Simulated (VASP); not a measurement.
# Al in VASP: single point with PBE

Aim: the single point of Al with PBE.

All numbers are computed with VASP 6.6.1; they aren't measurements. Logs are shortened: lines on timing, memory, paths and dates and some standing lists are left out, and cuts for length are marked.

## 1. The cell of the first run

The cell holds a slab with vacuum, 12 atoms: a = 5.058 Å, b = 5.058 Å, c = 32.625 Å, α = 90.00°, β = 90.00°, γ = 120.00°.

## 2. Single point, PBE

File INCAR:

```
SYSTEM = Al
ALGO = Normal
DIPOL = 0.5 0.5 0.710
EDIFF = 1E-6
ENCUT = 400
GGA = PE
GGA_COMPAT = .FALSE.
IDIPOL = 3
ISIF = 2
ISMEAR = 1
LASPH = .TRUE.
LCHARG = .TRUE.
LDIPOL = .TRUE.
LELF = .TRUE.
LREAL = .FALSE.
LVACPOTAV = .TRUE.
LVHAR = .TRUE.
LWAVE = .FALSE.
NBANDS = 30
NELM = 120
NELMDL = -8
PREC = Accurate
SIGMA = 0.1
```

File KPOINTS:

```
k-points
0
G
  9 9 1
  0 0 0
```

File POSCAR:

```
Al
1.0
    2.5288423309      4.3800834014      0.0000000000
   -5.0576846618      0.0000000000      0.0000000000
    0.0000000000      0.0000000000     32.6249777586
Al
12
Direct
    0.3333333333      0.6666666667      0.6073102358
    0.6666666667      0.3333333333      0.5985247535
    0.0000000000      0.0000000000      0.6069654332
    0.6676723140      0.6602259032      0.6754079905
   -0.0074464108      0.3323276860      0.6754079905
    0.3397740968      0.0074464108      0.6754079905
    0.0029602486      0.6683155823      0.7452125524
    0.3316844177      0.3346446663      0.7452125524
    0.6653553337     -0.0029602486      0.7452125524
    0.3333333333      0.6666666667      0.8161478675
    0.6666666667      0.3333333333      0.8158234721
    0.0000000000      0.0000000000      0.8160935313
```

Potentials or basis: VASP PAW PBE potentials, release 64 (Al).

Started as:

```console
$ cat potpaw_PBE.64/Al/POTCAR > POTCAR
$ mpirun -np 1 vasp_std > vasp.out
```

OUTCAR:

```text
SYSTEM = Al
   EDIFF = 1E-6
   ENCUT = 400
   GGA = PE
   ISIF = 2
   ISMEAR = 1
   LASPH = .TRUE.
   LREAL = .FALSE.
   NELM = 120
   NELMDL = -8
   PREC = Accurate

 ion  position               nearest neighbor table
   1  0.333  0.667  0.607-   6 2.80   5 2.80   4 2.80   3 2.92   3 2.92   3 2.92   2 2.93   2 2.93
                             2 2.93
   2  0.667  0.333  0.599-   3 2.93   3 2.93   3 2.93   1 2.93   1 2.93   1 2.93   5 3.00   6 3.00
                             4 3.00
   3  0.000  0.000  0.607-   6 2.81   4 2.81   5 2.81   1 2.92   1 2.92   1 2.92   2 2.93   2 2.93
                             2 2.93
   4  0.668  0.660  0.675-   1 2.80   3 2.81   8 2.83   7 2.83   9 2.85   6 2.86   5 2.86   6 2.94
                             5 2.94   5 2.96   6 2.96   2 3.00
   5  0.993  0.332  0.675-   1 2.80   3 2.81   7 2.83   9 2.83   8 2.85   6 2.86   4 2.86   6 2.94
                             4 2.94   4 2.96   6 2.96   2 3.00
   6  0.340  0.007  0.675-   1 2.80   3 2.81   9 2.83   8 2.83   7 2.85   5 2.86   4 2.86   4 2.94
                             5 2.94   5 2.96   4 2.96   2 3.00
   7  0.003  0.668  0.745-   5 2.83   4 2.83   6 2.85  10 2.86  12 2.86  11 2.86   9 2.90   8 2.90
                             9 2.92   8 2.92   8 2.94   9 2.94
   8  0.332  0.335  0.745-   4 2.83   6 2.83   5 2.85  10 2.86  12 2.86  11 2.86   9 2.90   7 2.90
                             9 2.92   7 2.92   7 2.94   9 2.94
   9  0.665  0.997  0.745-   6 2.83   5 2.83   4 2.85  10 2.86  12 2.86  11 2.86   7 2.90   8 2.90
                             8 2.92   7 2.92   7 2.94   8 2.94
  10  0.333  0.667  0.816-   7 2.86   9 2.86   8 2.86  12 2.92  12 2.92  12 2.92  11 2.92  11 2.92
                            11 2.92
  11  0.667  0.333  0.816-   9 2.86   7 2.86   8 2.86  12 2.92  12 2.92  12 2.92  10 2.92  10 2.92
                            10 2.92
  12  0.000  0.000  0.816-   9 2.86   8 2.86   7 2.86  10 2.92  10 2.92  10 2.92  11 2.92  11 2.92
                            11 2.92

  LATTYP: Found a hexagonal cell.
 ALAT       =     5.0576846618
 C/A-ratio  =     6.4505756963

  Lattice vectors:

 A1 = (   2.5288423309,   4.3800834014,   0.0000000000)
 A2 = (  -5.0576846618,   0.0000000000,   0.0000000000)
 A3 = (   0.0000000000,   0.0000000000,  32.6249777586)

Analysis of symmetry for initial positions (statically):
=====================================================================
 Subroutine PRICEL returns:
 Original cell was already a primitive cell.

 Routine SETGRP: Setting up the symmetry group for a
 hexagonal supercell.

 Subroutine GETGRP returns: Found  3 space group operations
 (whereof  3 operations were pure point group operations)
 out of a pool of 24 trial point group operations.

The static configuration has the point symmetry C_3 .

Analysis of symmetry for dynamics (positions and initial velocities):
=====================================================================
 Subroutine PRICEL returns:
 Original cell was already a primitive cell.

 Routine SETGRP: Setting up the symmetry group for a
 hexagonal supercell.

 Subroutine GETGRP returns: Found  3 space group operations
 (whereof  3 operations were pure point group operations)
 out of a pool of 24 trial point group operations.

The dynamic configuration has the point symmetry C_3 .

 Subroutine INISYM returns: Found  3 space group operations
 (whereof  3 operations are pure point group operations),
 and found     1 'primitive' translations

----------------------------------------------------------------------------------------

                                     Primitive cell

  volume of cell :     722.7438

  direct lattice vectors                    reciprocal lattice vectors
     2.528842331  4.380083401  0.000000000     0.000000000  0.228306155  0.000000000
    -5.057684662  0.000000000  0.000000000    -0.197718930  0.114153078  0.000000000
     0.000000000  0.000000000 32.624977759     0.000000000  0.000000000  0.030651362

  length of vectors
     5.057684662  5.057684662 32.624977759     0.228306155  0.228306155  0.030651362

  position of ions in fractional coordinates (direct lattice)
     0.333333333  0.666666667  0.607310236
     0.666666667  0.333333333  0.598524754
     0.000000000  0.000000000  0.606965433
     0.667672314  0.660225903  0.675407990
     0.992553589  0.332327686  0.675407990
     0.339774097  0.007446411  0.675407990
     0.002960249  0.668315582  0.745212552
[... 46 lines left out ...]

 Following reciprocal coordinates:
            Coordinates               Weight
  0.000000  0.000000  0.000000      1.000000
  0.111111  0.000000  0.000000      6.000000
  0.222222  0.000000  0.000000      6.000000
  0.333333  0.000000  0.000000      6.000000
  0.444444  0.000000  0.000000      6.000000
  0.111111  0.111111  0.000000      6.000000
  0.222222  0.111111  0.000000      6.000000
 -0.222222  0.333333  0.000000      6.000000
  0.333333  0.111111  0.000000      6.000000
 -0.333333  0.444444  0.000000      6.000000
  0.444444  0.111111  0.000000      6.000000
  0.222222  0.222222  0.000000      6.000000
  0.333333  0.222222  0.000000      6.000000
 -0.333333 -0.444444  0.000000      6.000000
  0.333333  0.333333  0.000000      2.000000
   k-points           NKPTS =     15   k-points in BZ     NKDIM =     15   number of bands    NBANDS=     30
   number of dos      NEDOS =    301   number of ions     NIONS =     12
   total plane-waves  NPLWV = 279936
   dimension x,y,z NGX =    36 NGY =   36 NGZ =  216
   dimension x,y,z NGXF=    72 NGYF=   72 NGZF=  432
   ions per type =              12
   NGX,Y,Z   is equivalent  to a cutoff of  11.83, 11.83, 11.01 a.u.
   NGXF,Y,Z  is equivalent  to a cutoff of  23.67, 23.67, 22.01 a.u.
 SYSTEM =  Al
   PREC   = accura    normal or accurate (medium, high low for compatibility)
   ISTART =      0    job   : 0-new  1-cont  2-samecut
   ICHARG =      2    charge: 1-file 2-atom 10-const
   ISPIN  =      1    spin polarized calculation?
   LNONCOLLINEAR =      F non collinear calculations
   LSORBIT =      F    spin-orbit coupling
   LASPH  =      T    aspherical Exc in radial PAW
   ENCUT  =  400.0 eV  29.40 Ry    5.42 a.u.   8.25  8.25 53.20*2*pi/ulx,y,z
   NELM   =    120;   NELMIN=  2; NELMDL= -8     # of ELM steps
   EDIFF  = 0.1E-05   stopping-criterion for ELM
   LREAL  =      F    real-space projection
   EDIFFG = 0.1E-04   stopping-criterion for IOM
   NSW    =      0    number of steps for IOM
   IBRION =     -1    ionic relax: 0-MD 1-quasi-New 2-CG
   NFREE  =      0    steps in history (QN), initial steepest desc. (CG)
   ISIF   =      2    stress and relaxation
   ISYM   =      2    0-nonsym 1-usesym 2-fastsym
   POTIM  = 0.5000    time-step for ionic-motion
   TEBEG  =    0.0;   TEEND  =   0.0 temperature during run
   PSTRESS=    0.0 pullay stress
   NELECT =      36.0000    total number of electrons
   NUPDOWN=      -1.0000    fix difference up-down
   EMIN   =  10.00;   EMAX   =-10.00  energy-range for DOS
   EFERMI =   0.00;   METHOD = LEGACY
   ISMEAR =     1;   SIGMA  =   0.10  broadening in eV -4-tet -1-fermi 0-gaus
   EFERMI_NEDOS =   21; number of points for ismear=-14 and -15
   IALGO  =     38    algorithm
   IMIX   =      4    mixing-type and parameters
     AMIX     =   0.40;   BMIX     =  1.00
     AMIX_MAG =   1.60;   BMIX_MAG =  1.00
  volume/ion in A,a.u.               =      60.23       406.44
  Fermi-wavevector in a.u.,A,eV,Ry     =   0.602348  1.138273  4.936510  0.362823
  Thomas-Fermi vector in A             =   1.654923
   LORBIT       =      0    0 simple, 1 ext, 2 COOP (PROOUT), +10 PAW based schemes
   GGA     = PE    functional components
   LHFCALC =     F    Hartree Fock is set to
   AEXX    =    0.0000 exact exchange contribution
   IVDW    =     0    specifies the selected vdW correction
   LEPSILON=     F    determine dielectric tensor
   LRPA    =     F    only Hartree local field effects (RPA)
 non-spin polarized calculation
 Methfessel and Paxton  Order N= 1 SIGMA  =   0.10
  energy-cutoff  :      400.00
  volume of cell :      722.74
 maximum number of plane-waves:     13158
 NGX is ok and might be reduce to    36
   NGX = 17   NGY = 17   NGZ =107

 dipolmoment           0.000000      0.000000     -0.010022 electrons x Angstroem

 number of electron      36.0000000 magnetization

 dipolmoment           0.000000      0.000000      0.000322 electrons x Angstroem

 Free energy of the ion-electron system (eV)
  ---------------------------------------------------
  ext. energy  EPLUGINS =         0.00000000
  ---------------------------------------------------
  free energy    TOTEN  =       -42.47478112 eV

  energy without entropy =      -42.47924830  energy(sigma->0) =      -42.47627018

 E-fermi :  -0.6054     XC(G=0):  -3.4311

 val. band max:       -0.6623325931   @ k =   0.4444   0.0000   0.0000
 cond. band min:      -0.5845868421   @ k =   0.2222   0.0000   0.0000
 fundamental gap:      0.0777457510
 Fermi energy:        -0.6053803401

 k-point     1 :       0.0000    0.0000    0.0000
  band No.  band energies     occupation
      1     -11.2105      2.00000
      2     -10.1096      2.00000
      3      -8.4622      2.00000
      4      -6.1778      2.00000
      5      -3.8636      2.00000
      6      -3.7553      2.00000
[... 484 lines left out ...]
     29       3.5711      0.00000
     30       3.6136      0.00000

------------------------ aborting loop because EDIFF is reached ----------------------------------------

  FORCE on cell =-STRESS in cart. coord.  units (eV):
  Direction    XX          YY          ZZ          XY          YZ          ZX
  --------------------------------------------------------------------------------------
  -------------------------------------------------------------------------------------
  Total       -5.4929042     -5.4929042     -2.2892295     -0.0000000      0.0000000      0.0000000
  in kB      -12.1766622    -12.1766622     -5.0747606     -0.0000000      0.0000000      0.0000000
  external PRESSURE =      -9.8093616 kB  Pullay stress =       0.0000000 kB

 VOLUME and BASIS-vectors are now :
 -----------------------------------------------------------------------------
  energy-cutoff  :      400.00
  volume of cell :      722.74
      direct lattice vectors                 reciprocal lattice vectors
     2.528842331  4.380083401  0.000000000     0.000000000  0.228306155  0.000000000
    -5.057684662  0.000000000  0.000000000    -0.197718930  0.114153078  0.000000000
     0.000000000  0.000000000 32.624977759     0.000000000  0.000000000  0.030651362

 POSITION                                       TOTAL-FORCE (eV/Angst)
 -----------------------------------------------------------------------------------
     -2.52884      1.46003     19.81348        -0.000000      0.000000     -0.152359
      0.00000      2.92006     19.52686         0.000000      0.000000      0.509241
      0.00000      0.00000     19.80223         0.000000      0.000000     -0.129964
     -1.65078      2.92446     22.03517        -0.046037     -0.007888      0.061175
      0.82920      4.34747     22.03517         0.016188      0.043814      0.061175
      0.82157      1.48824     22.03517         0.029850     -0.035926      0.061175
     -3.37264      0.01297     24.31254        -0.015111     -0.029535     -0.038965
     -0.85375      1.45281     24.31254         0.033133      0.001680     -0.038965
     -3.36013      2.91431     24.31254        -0.018022      0.027854     -0.038965
     -2.52884      1.46003     26.62681        -0.000000     -0.000000     -0.092025
      0.00000      2.92006     26.61622         0.000000      0.000000     -0.096437
      0.00000      0.00000     26.62503         0.000000     -0.000000     -0.105086
 -----------------------------------------------------------------------------------
    total drift:                                0.000000     -0.000000     -0.000018

  FREE ENERGIE OF THE ION-ELECTRON SYSTEM (eV)
  ---------------------------------------------------
  free  energy   TOTEN  =       -42.4747811192 eV

  energy  without entropy=      -42.4792483019  energy(sigma->0) =      -42.47627018

 vacuum level on the upper side and lower side of the slab         3.329         3.327
```

It took 9.8 min on 1 thread of AMD EPYC 7R43 (Zen 3), shared host; peak memory 0.56 GiB.

Results:

```
Free energy            : -42.4748 eV
Largest force          : 0.509 eV/Å
Band gap on the k mesh : zero (bands 18 and 19 overlap by 1.85 eV)
```

Forces in eV/Å, atoms in the order of the input:
```
Al   0.000  0.000 -0.152
Al   0.000  0.000  0.509
Al   0.000  0.000 -0.130
Al  -0.046 -0.008  0.061
Al   0.016  0.044  0.061
Al   0.030 -0.036  0.061
Al  -0.015 -0.030 -0.039
Al   0.033  0.002 -0.039
Al  -0.018  0.028 -0.039
Al   0.000  0.000 -0.092
Al   0.000  0.000 -0.096
Al   0.000  0.000 -0.105
```
